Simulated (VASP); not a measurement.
The system is Ba8Hf5Zr3O24.

```
Ba Hf Zr O
1.0
     8.33296    0.00000    0.00000
     0.00000    8.33296    0.00000
     0.00000    0.00000    8.33296
Ba Hf Zr O
8 5 3 24
Direct
  0.00122 0.99967 0.00011
  0.00162 0.00068 0.50120
  0.00160 0.50155 0.99637
  0.99519 0.49512 0.50203
  0.49975 0.99990 0.00273
  0.50081 0.00064 0.50412
  0.50547 0.49863 0.99842
  0.50254 0.49605 0.50215
  0.25004 0.24951 0.25011
  0.24933 0.75090 0.24970
  0.75055 0.25189 0.25115
  0.75009 0.25676 0.75032
  0.75182 0.74939 0.24949
  0.25129 0.25039 0.75103
  0.24805 0.74966 0.74796
  0.74384 0.74984 0.74827
  0.24608 0.25047 0.00043
  0.24887 0.24866 0.50141
  0.25017 0.75272 0.99684
  0.24908 0.75413 0.49935
  0.75419 0.24742 0.00353
  0.74914 0.25012 0.49951
  0.74698 0.74974 0.00026
  0.74962 0.75230 0.49488
  0.00220 0.24857 0.25004
  0.00350 0.25161 0.74488
  0.99930 0.74805 0.24769
  0.00190 0.74911 0.74843
  0.50048 0.25054 0.25449
  0.50376 0.24282 0.75315
  0.49796 0.74649 0.25101
  0.49991 0.74678 0.74781
  0.24791 0.99881 0.25215
  0.24910 0.00439 0.74858
  0.24794 0.50109 0.24952
  0.25337 0.49890 0.75296
  0.74708 0.00149 0.24904
  0.74879 0.00311 0.74768
  0.75088 0.50042 0.24890
  0.75069 0.50005 0.75205
```

- Program: VASP 6.6.1
- Task: relaxation of volume and atoms at fixed shape
- Functional: PBEsol
- Potentials or basis: VASP PAW PBE potentials, release 64 (Ba_sv, Hf_pv, Zr_sv, O)
- Cutoff: 600 eV
- k mesh: 1 × 1 × 1, shifted
- Occupations: fermi-dirac, width 0.05 eV
- Spin: no spin polarisation

At the start: pressure 0.2 GPa; volume 14.47 Å³/atom.

Problem. How do energy, volume and symmetry change on relaxing?

Solution. Over 14 steps the energy falls by 6.3 meV/atom; space group P1 (No. 1, to 0.1 Å) before, P4/mmm (No. 123, to 0.1 Å).

Step by step:
| step | energy change (eV) | largest force (eV/Å) | pressure (GPa) | volume (Å³) |
| --- | --- | --- | --- | --- |
| 1 | 0.0000 | 1.5985 | 0.17 | 578.63 |
| 2 | -0.1500 | 1.0739 | -0.29 | 579.89 |
| 3 | -0.1856 | 0.4820 | -0.21 | 579.50 |
| 4 | -0.2237 | 0.1680 | 0.17 | 578.17 |
| 5 | -0.2283 | 0.2163 | 0.36 | 577.52 |
| 6 | -0.2405 | 0.1487 | -0.31 | 579.81 |
| 7 | -0.2405 | 0.1503 | -0.33 | 579.86 |
| 8 | -0.2476 | 0.0677 | 0.06 | 578.53 |
| 9 | -0.2477 | 0.0816 | 0.11 | 578.35 |
| 10 | -0.2498 | 0.0658 | -0.03 | 578.80 |
| 11 | -0.2498 | 0.0768 | -0.05 | 578.87 |
| 12 | -0.2513 | 0.0313 | -0.02 | 578.76 |
| 13 | -0.2515 | 0.0340 | -0.01 | 578.71 |
| 14 | -0.2517 | 0.0222 | 0.02 | 578.63 |

Final structure:
```xyz
40
Lattice="8.3330 0.0000 0.0000 0.0000 8.3330 0.0000 0.0000 0.0000 8.3330" Properties=species:S:1:pos:R:3 pbc="T T T"
Ba    8.3318    0.0021    0.0074
Ba    8.3318    0.0017    4.1617
Ba    8.3308    4.1623    0.0079
Ba    8.3323    4.1634    4.1602
Ba    4.1699    0.0018    0.0061
Ba    4.1705    0.0016    4.1604
Ba    4.1698    4.1640    0.0058
Ba    4.1695    4.1646    4.1601
Hf    2.0843    2.0840    2.0852
Hf    2.0818    6.2499    2.0823
Hf    6.2501    2.0837    2.0840
Hf    6.2520    2.0826    6.2502
Hf    6.2484    6.2497    2.0810
Zr    2.0849    2.0838    6.2520
Zr    2.0853    6.2498    6.2488
Zr    6.2523    6.2488    6.2478
O     2.0735    2.0811    0.0158
O     2.0973    2.0875    4.1549
O     2.0894    6.2541    0.0131
O     2.0728    6.2491    4.1509
O     6.2622    2.0815    0.0033
O     6.2408    2.0868    4.1647
O     6.2388    6.2529    0.0109
O     6.2549    6.2456    4.1510
O     8.3324    2.0746    2.0983
O     8.3229    2.0898    6.2435
O     8.3308    6.2553    2.0714
O     8.3327    6.2363    6.2543
O     4.1678    2.0881    2.0737
O     4.1797    2.0741    6.2624
O     4.1649    6.2411    2.0864
O     4.1684    6.2577    6.2369
O     2.0895    0.0010    2.0870
O     2.0766    0.0010    6.2481
O     2.0738    4.1661    2.0813
O     2.0944    4.1655    6.2549
O     6.2412    0.0010    2.0861
O     6.2615    0.0110    6.2452
O     6.2551    4.1651    2.0783
O     6.2419    4.1540    6.2525
```

Caveat: the PAW data sets were made with another functional, which shifts forces and pressure a little.
